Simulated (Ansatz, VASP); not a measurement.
**Ti6H: VASP beside Ansatz**

```xyz
14
Lattice="5.6639 0.0000 0.0000 0.0000 4.5793 0.0000 0.0000 0.0000 24.5507" Properties=species:S:1:pos:R:3 pbc="T T T"
Ti    1.4160    0.0000    4.0000
Ti    4.2480    0.0000    4.0000
Ti    0.0000    2.2897    5.3219
Ti    2.8320    2.2897    5.3219
Ti    1.4160    0.0000    6.6439
Ti    4.2480    0.0000    6.6439
Ti    1.4160    2.2897    7.9952
Ti    4.2480    2.2897    7.9952
Ti    0.0000    0.0000    9.2793
Ti    2.8320    0.0000    9.2793
Ti    1.4160    2.2897   10.5507
Ti    4.2480    2.2897   10.5507
H    -0.3750    0.0000   12.2807
H     0.3750    0.0000   12.2807
```

Alike in both runs: task single point; functional PBE; k mesh 5 × 6 × 1; occupations gaussian, width 0.1 eV; no spin polarisation.

|  | VASP | Ansatz |
| --- | --- | --- |
| version | VASP 6.6.1 | Ansatz 0.2.0 |
| potentials or method | VASP PAW PBE potentials, release 64 (Ti_sv, H), cutoff 520 eV | scalar-relativistic, plane waves, PAW |
| valence electrons in the cell | 146 | 146 |

```tsv
	VASP	Ansatz	Ansatz less VASP
gap on the k mesh at the Fermi level (eV)	none	none	-
rms of the force components (eV/Å)	0.182	0.185	+0.0024
```

Atom by atom the forces differ by 0.007 eV/Å (rms over components). A gap of «none» marks a metal or a gap that the smearing closes. Ansatz's warnings: xc potential rough in thin density.
